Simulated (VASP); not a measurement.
# Si2W (P4mm) in VASP: notebook

The runs below take Si2W through single point, with PBE.

Everything below comes from runs of VASP 6.6.1. Logs are shortened: lines on timing, memory, paths and dates and some standing lists are left out, and cuts for length are marked.

## 1. The cell of the first run

It takes space group P4mm (No. 99, tetragonal). The conventional cell has a = 4.566 Å, b = 4.566 Å, c = 7.867 Å, α = 90.00°, β = 90.00°, γ = 90.00°. Within 3.4 Å of Si (site symmetry 2mm) lie 9 Si at 2.60 to 3.23 Å and 5 W at 2.63 to 2.67 Å. Within 3.4 Å of Si (site symmetry 4mm) lie 9 Si at 2.60 to 3.23 Å and 5 W at 2.63 Å. Within 3.4 Å of Si (site symmetry 4mm) lie 5 W at 2.55 to 2.63 Å and 9 Si at 2.60 to 3.23 Å. Within 3.4 Å of Si (site symmetry 2mm) lie 5 W at 2.59 to 2.63 Å and 9 Si at 2.60 to 3.23 Å. Si (site symmetry 4mm) has 9 Si at 2.60 to 3.23 Å and 5 W at 2.63 Å within 3.4 Å. Si (site symmetry 4mm) has 9 Si at 2.60 to 3.23 Å and 5 W at 2.63 to 2.71 Å within 3.4 Å. Within 3.4 Å of W (site symmetry 4mm) lie 10 Si at 2.55 to 2.71 Å and 4 W at 3.23 Å. Within 3.5 Å of W (site symmetry 2mm) lie 10 Si at 2.63 Å and 4 W at 3.23 Å.

## 2. Single point, PBE (atom 9 (W) moved +0.080 Å along Cartesian [0 0 1])

The input, INCAR:

```
SYSTEM = Si2W
PREC = Accurate
ENCUT = 520
EDIFF = 1E-6
ISMEAR = 0
SIGMA = 0.15
LREAL = .FALSE.
LASPH = .TRUE.
NELM = 60
ALGO = Normal
ISIF = 2
LWAVE = .FALSE.
LCHARG = .FALSE.
GGA = PE
NBANDS = 56
```

The input, KPOINTS:

```
Automatic mesh
0
G
  10 10 6
  0 0 0
```

The input, POSCAR:

```
Si2W
1.0
    3.2289953136     -3.2289953136      0.0000000000
   -3.2289953136     -3.2289953136      0.0000000000
    0.0000000000      0.0000000000     -7.8668278190
Si W
8 4
Direct
    0.0000000000      0.0000000000      0.6654255941
    0.5000000000      0.0000000000      0.1654255941
    0.5000000000      0.5000000000      0.6654255941
    0.0000000000      0.5000000000      0.1654255941
    0.0000000000      0.0000000000      0.3345744059
    0.5000000000      0.0000000000      0.8345744059
    0.5000000000      0.5000000000      0.3345744059
    0.0000000000      0.5000000000      0.8345744059
    0.0000000000      0.5000000000      0.4898307168
    0.5000000000      0.5000000000      0.0000000000
    0.5000000000      1.0000000000      0.5000000000
    0.0000000000      1.0000000000      0.0000000000
```

Potentials or basis: VASP PAW PBE potentials, release 64 (Si, W_sv).

On the command line:

```sh
$ cat potpaw_PBE.64/Si/POTCAR potpaw_PBE.64/W_sv/POTCAR > POTCAR
$ mpirun -np 1 vasp_std > vasp.out
```

OUTCAR:

```text
SYSTEM = Si2W
   PREC = Accurate
   ENCUT = 520
   EDIFF = 1E-6
   ISMEAR = 0
   LREAL = .FALSE.
   LASPH = .TRUE.
   NELM = 60
   ISIF = 2
   GGA = PE

 ion  position               nearest neighbor table
   1  0.000  0.000  0.665-   5 2.60  11 2.63  11 2.63  12 2.63   8 2.64   8 2.64   6 2.64   6 2.64
                             9 2.67   9 2.67
   2  0.500  0.000  0.165-   6 2.60  10 2.63  12 2.63  10 2.63  12 2.63  11 2.63   7 2.64   7 2.64
                             5 2.64   5 2.64
   3  0.500  0.500  0.665-   7 2.60  11 2.63  11 2.63  10 2.63   8 2.64   6 2.64   6 2.64   8 2.64
                             9 2.67   9 2.67
   4  0.000  0.500  0.165-   9 2.55   8 2.60  10 2.63  12 2.63  12 2.63  10 2.63   5 2.64   5 2.64
                             7 2.64   7 2.64
   5  0.000  0.000  0.335-   9 2.59   9 2.59   1 2.60  11 2.63  11 2.63  12 2.63   4 2.64   4 2.64
                             2 2.64   2 2.64
   6  0.500  0.000  0.835-   2 2.60  10 2.63  12 2.63  10 2.63  12 2.63  11 2.63   3 2.64   3 2.64
                             1 2.64   1 2.64
   7  0.500  0.500  0.335-   9 2.59   9 2.59   3 2.60  11 2.63  11 2.63  10 2.63   2 2.64   4 2.64
                             4 2.64   2 2.64
   8  0.000  0.500  0.835-   4 2.60  10 2.63  12 2.63  12 2.63  10 2.63   1 2.64   3 2.64   3 2.64
                             1 2.64   9 2.71
   9  0.000  0.500  0.490-   4 2.55   5 2.59   7 2.59   5 2.59   7 2.59   1 2.67   3 2.67   3 2.67
                             1 2.67   8 2.71  11 3.23  11 3.23  11 3.23  11 3.23
  10  0.500  0.500  0.000-   2 2.63   4 2.63   6 2.63   8 2.63   2 2.63   6 2.63   4 2.63   8 2.63
                             7 2.63   3 2.63  12 3.23  12 3.23  12 3.23  12 3.23
  11  0.500  0.000  0.500-   1 2.63   3 2.63   5 2.63   7 2.63   3 2.63   7 2.63   1 2.63   5 2.63
                             6 2.63   2 2.63   9 3.23   9 3.23   9 3.23   9 3.23
  12  0.000  0.000  0.000-   2 2.63   4 2.63   6 2.63   8 2.63   4 2.63   8 2.63   2 2.63   6 2.63
                             1 2.63   5 2.63  10 3.23  10 3.23  10 3.23  10 3.23

  LATTYP: Found a simple tetragonal cell.
 ALAT       =     4.5664889653
 C/A-ratio  =     1.7227300621

  Lattice vectors:

 A1 = (   3.2289953136,  -3.2289953136,   0.0000000000)
 A2 = (  -3.2289953136,  -3.2289953136,   0.0000000000)
 A3 = (   0.0000000000,   0.0000000000,  -7.8668278190)

Analysis of symmetry for initial positions (statically):
=====================================================================
 Subroutine PRICEL returns:
 Original cell was already a primitive cell.

 Routine SETGRP: Setting up the symmetry group for a
 simple tetragonal supercell.

 Subroutine GETGRP returns: Found  8 space group operations
 (whereof  4 operations were pure point group operations)
 out of a pool of 16 trial point group operations.

The static configuration has the point symmetry C_2v.
 The point group associated with its full space group is C_4v.

Analysis of symmetry for dynamics (positions and initial velocities):
=====================================================================
 Subroutine PRICEL returns:
 Original cell was already a primitive cell.

 Routine SETGRP: Setting up the symmetry group for a
 simple tetragonal supercell.

 Subroutine GETGRP returns: Found  8 space group operations
 (whereof  4 operations were pure point group operations)
 out of a pool of 16 trial point group operations.

The dynamic configuration has the point symmetry C_2v.
 The point group associated with its full space group is C_4v.

 Subroutine INISYM returns: Found  8 space group operations
 (whereof  4 operations are pure point group operations),
 and found     1 'primitive' translations

----------------------------------------------------------------------------------------

                                     Primitive cell

  volume of cell :     164.0456

  direct lattice vectors                    reciprocal lattice vectors
     3.228995314 -3.228995314  0.000000000     0.154846927 -0.154846927  0.000000000
    -3.228995314 -3.228995314  0.000000000    -0.154846927 -0.154846927  0.000000000
     0.000000000  0.000000000 -7.866827819     0.000000000  0.000000000 -0.127116040

  length of vectors
     4.566488965  4.566488965  7.866827819     0.218986624  0.218986624  0.127116040

  position of ions in fractional coordinates (direct lattice)
     0.000000000  0.000000000  0.665425594
[... 29 lines left out ...]
 KPOINTS: Automatic mesh

Automatic generation of k-mesh.
 Grid dimensions read from file:
 generate k-points for:   10   10    6

 Generating k-lattice:

  Cartesian coordinates                     Fractional coordinates (reciprocal lattice)
     0.015484693 -0.015484693  0.000000000     0.100000000  0.000000000  0.000000000
    -0.015484693 -0.015484693  0.000000000     0.000000000  0.100000000  0.000000000
     0.000000000  0.000000000 -0.021186007     0.000000000  0.000000000  0.166666667

  Length of vectors
     0.021898662  0.021898662  0.021186007

  Shift w.r.t. Gamma in fractional coordinates (k-lattice)
     0.000000000  0.000000000  0.000000000

 Subroutine IBZKPT returns following result:
 ===========================================

 Found     84 irreducible k-points:

 Following reciprocal coordinates:
            Coordinates               Weight
  0.000000  0.000000  0.000000      1.000000
  0.100000  0.000000  0.000000      4.000000
  0.200000  0.000000  0.000000      4.000000
  0.300000  0.000000  0.000000      4.000000
  0.400000  0.000000  0.000000      4.000000
  0.500000  0.000000  0.000000      2.000000
[... 16 lines left out ...]
  0.100000  0.000000  0.166667      8.000000
  0.200000  0.000000  0.166667      8.000000
 [... further k-points ...]
   k-points           NKPTS =     84   k-points in BZ     NKDIM =     84   number of bands    NBANDS=     56
   number of dos      NEDOS =    301   number of ions     NIONS =     12
   total plane-waves  NPLWV =  77760
   dimension x,y,z NGX =    36 NGY =   36 NGZ =   60
   dimension x,y,z NGXF=    72 NGYF=   72 NGZF=  120
   ions per type =               8   4
   NGX,Y,Z   is equivalent  to a cutoff of  13.11, 13.11, 12.68 a.u.
   NGXF,Y,Z  is equivalent  to a cutoff of  26.21, 26.21, 25.36 a.u.
 SYSTEM =  Si2W
   PREC   = accura    normal or accurate (medium, high low for compatibility)
   ISTART =      0    job   : 0-new  1-cont  2-samecut
   ICHARG =      2    charge: 1-file 2-atom 10-const
   ISPIN  =      1    spin polarized calculation?
   LNONCOLLINEAR =      F non collinear calculations
   LSORBIT =      F    spin-orbit coupling
   LASPH  =      T    aspherical Exc in radial PAW
   ENCUT  =  520.0 eV  38.22 Ry    6.18 a.u.   8.49  8.49 14.63*2*pi/ulx,y,z
   NELM   =     60;   NELMIN=  2; NELMDL= -5     # of ELM steps
   EDIFF  = 0.1E-05   stopping-criterion for ELM
   LREAL  =      F    real-space projection
   EDIFFG = 0.1E-04   stopping-criterion for IOM
   NSW    =      0    number of steps for IOM
   IBRION =     -1    ionic relax: 0-MD 1-quasi-New 2-CG
   NFREE  =      0    steps in history (QN), initial steepest desc. (CG)
   ISIF   =      2    stress and relaxation
   ISYM   =      2    0-nonsym 1-usesym 2-fastsym
   POTIM  = 0.5000    time-step for ionic-motion
   TEBEG  =    0.0;   TEEND  =   0.0 temperature during run
   PSTRESS=    0.0 pullay stress
   NELECT =      88.0000    total number of electrons
   NUPDOWN=      -1.0000    fix difference up-down
   EMIN   =  10.00;   EMAX   =-10.00  energy-range for DOS
   EFERMI =   0.00;   METHOD = LEGACY
   ISMEAR =     0;   SIGMA  =   0.15  broadening in eV -4-tet -1-fermi 0-gaus
   EFERMI_NEDOS =   21; number of points for ismear=-14 and -15
   IALGO  =     38    algorithm
   IMIX   =      4    mixing-type and parameters
     AMIX     =   0.40;   BMIX     =  1.00
     AMIX_MAG =   1.60;   BMIX_MAG =  1.00
  volume/ion in A,a.u.               =      13.67        92.25
  Fermi-wavevector in a.u.,A,eV,Ry     =   1.330192  2.513698 24.074284  1.769410
  Thomas-Fermi vector in A             =   2.459297
   LORBIT       =      0    0 simple, 1 ext, 2 COOP (PROOUT), +10 PAW based schemes
   GGA     = PE    functional components
   LHFCALC =     F    Hartree Fock is set to
   AEXX    =    0.0000 exact exchange contribution
   IVDW    =     0    specifies the selected vdW correction
   LEPSILON=     F    determine dielectric tensor
   LRPA    =     F    only Hartree local field effects (RPA)
 non-spin polarized calculation
 Gauss-broadening in eV      SIGMA  =   0.15
  energy-cutoff  :      520.00
  volume of cell :      164.05
 maximum number of plane-waves:      4446
 NGX is ok and might be reduce to    36
   NGX = 17   NGY = 17   NGZ = 29

 number of electron      87.9999994 magnetization

 Free energy of the ion-electron system (eV)
  ---------------------------------------------------
  ext. energy  EPLUGINS =         0.00000000
  ---------------------------------------------------
  free energy    TOTEN  =       -99.20149762 eV

  energy without entropy =      -99.18595577  energy(sigma->0) =      -99.19372669

 E-fermi :  11.7748     XC(G=0): -12.4607

 val. band max:       11.7713053167   @ k =   0.4000   0.0000   0.0000
 cond. band min:      11.7845688762   @ k =   0.0000   0.0000   0.5000
 fundamental gap:      0.0132635595
 Fermi energy:        11.7748329069

 k-point     1 :       0.0000    0.0000    0.0000
  band No.  band energies     occupation
      1     -62.1280      2.00000
      2     -62.1260      2.00000
      3     -62.1121      2.00000
      4     -62.1071      2.00000
      5     -26.5367      2.00000
      6     -26.5367      2.00000
[... 1405 lines left out ...]
     55      15.1933      0.00000
     56      15.6588      0.00000

 [... further k-points ...]
[... 5 lines left out ...]
  --------------------------------------------------------------------------------------
  -------------------------------------------------------------------------------------
  Total        0.1978507      0.1978507      0.6546668      0.0000000      0.0000000      0.0000000
  in kB        1.9323411      1.9323411      6.3939082      0.0000000      0.0000000      0.0000000
  external PRESSURE =       3.4195301 kB  Pullay stress =       0.0000000 kB

 VOLUME and BASIS-vectors are now :
 -----------------------------------------------------------------------------
  energy-cutoff  :      520.00
  volume of cell :      164.05
      direct lattice vectors                 reciprocal lattice vectors
     3.228995314 -3.228995314  0.000000000     0.154846927 -0.154846927  0.000000000
    -3.228995314 -3.228995314  0.000000000    -0.154846927 -0.154846927  0.000000000
     0.000000000  0.000000000 -7.866827819     0.000000000  0.000000000 -0.127116040

 POSITION                                       TOTAL-FORCE (eV/Angst)
 -----------------------------------------------------------------------------------
      0.00000      0.00000     -5.23479         0.000000      0.000000      0.149311
      1.61450     -1.61450     -1.30137         0.000000      0.000000      0.011698
      0.00000     -3.22900     -5.23479         0.000000      0.000000      0.149311
     -1.61450     -1.61450     -1.30137         0.000000      0.000000      0.218791
      0.00000      0.00000     -2.63204         0.000000      0.000000      0.225215
      1.61450     -1.61450     -6.56545         0.000000      0.000000      0.018756
      0.00000     -3.22900     -2.63204         0.000000      0.000000      0.225215
     -1.61450     -1.61450     -6.56545         0.000000      0.000000      0.127155
     -1.61450     -1.61450     -3.85341         0.000000      0.000000     -1.490630
      0.00000     -3.22900      0.00000         0.000000      0.000000      0.238461
      1.61450     -1.61450     -3.93341         0.000000      0.000000     -0.111745
      0.00000      0.00000      0.00000        -0.000000     -0.000000      0.238461
 -----------------------------------------------------------------------------------
    total drift:                               -0.000000     -0.000000     -0.000028

  FREE ENERGIE OF THE ION-ELECTRON SYSTEM (eV)
  ---------------------------------------------------
  free  energy   TOTEN  =       -99.2014976198 eV

  energy  without entropy=      -99.1859557662  energy(sigma->0) =      -99.19372669
```

Wall time 12 min (1 thread of Intel Xeon Platinum 8488C (Sapphire Rapids), shared host); peak memory 0.63 GiB.

What came out:

* Free energy: -99.2015 eV
* Pressure: 0.3 GPa
* Largest force: 1.491 eV/Å
* Band gap on the k mesh: zero (bands 44 and 45 overlap by 1.15 eV)

Forces in eV/Å, atoms in the order of the input:
```
Si   0.000  0.000  0.149
Si   0.000  0.000  0.012
Si   0.000  0.000  0.149
Si   0.000  0.000  0.219
Si   0.000  0.000  0.225
Si   0.000  0.000  0.019
Si   0.000  0.000  0.225
Si   0.000  0.000  0.127
W    0.000  0.000 -1.491
W    0.000  0.000  0.238
W    0.000  0.000 -0.112
W    0.000  0.000  0.238
```

Stress tensor (GPa, compression positive):
```
0.19 0.00 0.00
0.00 0.19 0.00
0.00 0.00 0.64
```

Caveat: the cell differs from its parent crystal (atom 9 (W) moved +0.080 Å along Cartesian [0 0 1]); spin-orbit coupling is left out, which moves the levels of the heavy elements; forces of over 1 eV/Å act on the atoms, so gaps and moduli don't describe the material at rest.

## 3. Single point, PBE (atom 9 (W) moved +0.040 Å along Cartesian [0 0 1])

INCAR: that of step 2 with these lines changed.

```diff
@@ -8,3 +8,3 @@
 LASPH = .TRUE.
-NELM = 60
+NELM = 80
 ALGO = Normal
```

KPOINTS is that of step 2.

POSCAR: that of step 2 with these lines changed.

```diff
@@ -16,3 +16,3 @@
     0.0000000000      0.5000000000      0.8345744059
-    0.0000000000      0.5000000000      0.4898307168
+    0.0000000000      0.5000000000      0.4949153584
     0.5000000000      0.5000000000      0.0000000000
```

Potentials or basis: VASP PAW PBE potentials, release 64 (Si, W_sv).

On the command line:

```sh
$ cat potpaw_PBE.64/Si/POTCAR potpaw_PBE.64/W_sv/POTCAR > POTCAR
$ mpirun -np 1 vasp_std > vasp.out
```

OUTCAR:

```text
SYSTEM = Si2W
   PREC = Accurate
   ENCUT = 520
   EDIFF = 1E-6
   ISMEAR = 0
   LREAL = .FALSE.
   LASPH = .TRUE.
   NELM = 80
   ISIF = 2
   GGA = PE

 ion  position               nearest neighbor table
   1  0.000  0.000  0.665-   5 2.60  11 2.63  11 2.63  12 2.63   8 2.64   8 2.64   6 2.64   6 2.64
                             9 2.65   9 2.65
   2  0.500  0.000  0.165-   6 2.60  10 2.63  12 2.63  10 2.63  12 2.63  11 2.63   7 2.64   7 2.64
                             5 2.64   5 2.64
   3  0.500  0.500  0.665-   7 2.60  11 2.63  11 2.63  10 2.63   8 2.64   6 2.64   6 2.64   8 2.64
                             9 2.65   9 2.65
   4  0.000  0.500  0.165-   9 2.59   8 2.60  10 2.63  12 2.63  12 2.63  10 2.63   5 2.64   5 2.64
                             7 2.64   7 2.64
   5  0.000  0.000  0.335-   1 2.60   9 2.61   9 2.61  11 2.63  11 2.63  12 2.63   4 2.64   4 2.64
                             2 2.64   2 2.64
   6  0.500  0.000  0.835-   2 2.60  10 2.63  12 2.63  10 2.63  12 2.63  11 2.63   3 2.64   3 2.64
                             1 2.64   1 2.64
   7  0.500  0.500  0.335-   3 2.60   9 2.61   9 2.61  11 2.63  11 2.63  10 2.63   2 2.64   4 2.64
                             4 2.64   2 2.64
   8  0.000  0.500  0.835-   4 2.60  10 2.63  12 2.63  12 2.63  10 2.63   1 2.64   3 2.64   3 2.64
[... 230 lines left out ...]
      5     -26.5371      2.00000
      6     -26.5371      2.00000
[... 1405 lines left out ...]
     55      15.2016      0.00000
     56      15.6665      0.00000

 [... further k-points ...]
[... 5 lines left out ...]
  --------------------------------------------------------------------------------------
  -------------------------------------------------------------------------------------
  Total        0.1423400      0.1423400      0.2919123      0.0000000      0.0000000      0.0000000
  in kB        1.3901864      1.3901864      2.8510086      0.0000000      0.0000000      0.0000000
  external PRESSURE =       1.8771271 kB  Pullay stress =       0.0000000 kB

 VOLUME and BASIS-vectors are now :
 -----------------------------------------------------------------------------
  energy-cutoff  :      520.00
  volume of cell :      164.05
      direct lattice vectors                 reciprocal lattice vectors
     3.228995314 -3.228995314  0.000000000     0.154846927 -0.154846927  0.000000000
    -3.228995314 -3.228995314  0.000000000    -0.154846927 -0.154846927  0.000000000
     0.000000000  0.000000000 -7.866827819     0.000000000  0.000000000 -0.127116040

 POSITION                                       TOTAL-FORCE (eV/Angst)
 -----------------------------------------------------------------------------------
      0.00000      0.00000     -5.23479        -0.000000      0.000000      0.075085
      1.61450     -1.61450     -1.30137        -0.000000      0.000000     -0.002539
      0.00000     -3.22900     -5.23479        -0.000000      0.000000      0.075085
     -1.61450     -1.61450     -1.30137        -0.000000      0.000000      0.086238
      0.00000      0.00000     -2.63204         0.000000      0.000000      0.112540
      1.61450     -1.61450     -6.56545        -0.000000      0.000000      0.017726
      0.00000     -3.22900     -2.63204         0.000000      0.000000      0.112540
     -1.61450     -1.61450     -6.56545         0.000000      0.000000      0.081963
     -1.61450     -1.61450     -3.89341        -0.000000      0.000000     -0.740328
      0.00000     -3.22900      0.00000         0.000000     -0.000000      0.119025
      1.61450     -1.61450     -3.93341         0.000000      0.000000     -0.056361
      0.00000      0.00000      0.00000        -0.000000     -0.000000      0.119025
 -----------------------------------------------------------------------------------
    total drift:                               -0.000000     -0.000000     -0.000123

  FREE ENERGIE OF THE ION-ELECTRON SYSTEM (eV)
  ---------------------------------------------------
  free  energy   TOTEN  =       -99.2460481708 eV

  energy  without entropy=      -99.2304292280  energy(sigma->0) =      -99.23823870
```

stdout:

```text
POSCAR found type information on POSCAR SiW
 POSCAR found :  2 types and      12 ions
 scaLAPACK will be used
 LDA part: xc-table for (Slater+PW92), standard interpolation
 POSCAR, INCAR and KPOINTS ok, starting setup
 FFT: planning ... GRIDC
 FFT: planning ... GRID_SOFT
 FFT: planning ... GRID
 WAVECAR not read
 entering main loop
```

Wall time 12 min (1 thread of Intel Xeon Platinum 8488C (Sapphire Rapids), shared host); peak memory 0.63 GiB.

Results:

```
Free energy            : -99.2460 eV
Pressure               : 0.2 GPa
Largest force          : 0.740 eV/Å
Band gap on the k mesh : zero (bands 44 and 45 overlap by 1.17 eV)
```

Forces on the atoms (eV/Å):
```
Si   0.000  0.000  0.075
Si   0.000  0.000 -0.003
Si   0.000  0.000  0.075
Si   0.000  0.000  0.086
Si   0.000  0.000  0.113
Si   0.000  0.000  0.018
Si   0.000  0.000  0.113
Si   0.000  0.000  0.082
W    0.000  0.000 -0.740
W    0.000  0.000  0.119
W    0.000  0.000 -0.056
W    0.000  0.000  0.119
```

Stress tensor (GPa, compression positive):
```
0.14 0.00 0.00
0.00 0.14 0.00
0.00 0.00 0.29
```

Caveat: the cell differs from its parent crystal (atom 9 (W) moved +0.040 Å along Cartesian [0 0 1]); spin-orbit coupling is left out, which moves the levels of the heavy elements.
